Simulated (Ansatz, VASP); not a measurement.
B5P3 in VASP and in Ansatz

```
CELL_PARAMETERS angstrom
-2.94280 2.94280 3.79873
2.94280 -2.94280 3.79873
2.94280 2.94280 -3.79873
ATOMIC_POSITIONS crystal
B 0.50000 0.50000 0.50000
B 0.00000 0.00000 0.50000
B 0.50000 0.00000 0.00000
B 0.00000 0.50000 0.00000
B 0.00000 0.00000 0.00000
P 0.50000 0.00000 0.50000
P 0.00000 0.50000 0.50000
P 0.50000 0.50000 0.00000
```

Change from the starting cell: species swapped into the Li3Mg5 type (I4/mmm, No. 139).

Alike in both runs: task single point; functional PBE; k mesh 4 × 4 × 4; occupations gaussian, width 0.1 eV; no spin polarisation.

```csv
,VASP,Ansatz
version,VASP 6.6.1,Ansatz 0.2.0
potentials or method,"VASP PAW PBE potentials, release 64 (B, P), cutoff 520 eV","scalar-relativistic, plane waves, PAW"
valence electrons in the cell,30,30
```

```tsv
	VASP	Ansatz	Ansatz less VASP
gap on the k mesh at the Fermi level (eV)	none	none	-
pressure (GPa)	-21.0	-21.0	+0.03
traceless stress, the component that is largest in VASP (GPa)	0.35	0.34	-0.006
```

A gap of «none» marks a metal or a gap that the smearing closes.

The k mesh is coarse, so the values compare programs but aren't converged.
